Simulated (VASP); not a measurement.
A run of VASP 6.6.1 is set up as follows.

The input POSCAR:

```
SrO
1.0
    4.3123112238      0.0000000000      0.0000000000
   -2.1561556119      3.7345710689      0.0000000000
    0.0000000000      0.0000000000      5.1953852597
Sr O
2 2
Direct
    0.3333333333      0.6666666667     -0.0625000000
    0.6666666667      0.3333333333      0.4375000000
    0.3333333333      0.6666666667      0.4375000000
    0.6666666667      0.3333333333      0.9375000000
```

File INCAR.step1:

```
ALGO     = Normal         # electronic algorithm
EDIFF    = 1E-4           # SCF threshold, eV
ENCUT    = 520            # plane-wave cutoff, eV
GGA      = PE             # functional
ISMEAR   = 0              # smearing method
LASPH    = T              # aspherical terms in the spheres
LCHARG   = F              # write CHGCAR
LREAL    = F              # projectors in reciprocal space
LWAVE    = T              # write WAVECAR
NBANDS   = 24             # bands
NELM     = 100            # most SCF steps
PREC     = Accurate       # precision mode
SIGMA    = 0.01           # smearing width, eV
```

Contents of INCAR.step2:

```
ALGO     = Normal         # electronic algorithm
EDIFF    = 1E-7           # SCF threshold, eV
ENCUT    = 520            # plane-wave cutoff, eV
ISIF     = 2              # what is computed and relaxed
ISMEAR   = 0              # smearing method
ISTART   = 1            
LASPH    = T              # aspherical terms in the spheres
LCHARG   = T              # write CHGCAR
LELF     = T              # ELF
LMIXTAU  = T            
LREAL    = F              # projectors in reciprocal space
LVHAR    = T            
LWAVE    = F              # write WAVECAR
METAGGA  = R2SCAN         # meta-GGA
NBANDS   = 24             # bands
NELM     = 100            # most SCF steps
PREC     = Accurate       # precision mode
SIGMA    = 0.01           # smearing width, eV
```

Contents of KPOINTS:

```
k-points
0
Gamma
  6 6 4
```

Potentials or basis: VASP PAW PBE potentials, release 64 (Sr_sv, O).

Command:

```bash
$ cat potpaw_PBE.64/Sr_sv/POTCAR potpaw_PBE.64/O/POTCAR > POTCAR
$ cp INCAR.step1 INCAR
$ mpirun -np 1 vasp_std > vasp.out
$ cp INCAR.step2 INCAR
$ mpirun -np 1 vasp_std > vasp.out
```

Q: What does it give for the band gap on the k mesh?

A: 2.93 eV, direct.

Q: What does it give for the pressure?

A: -1.7 GPa.

Stress tensor (GPa, compression positive):
```
-1.60  0.00  0.00
 0.00 -1.60  0.00
 0.00  0.00 -1.82
```

Caveat: the PAW data sets were made with another functional, which shifts forces and pressure a little.
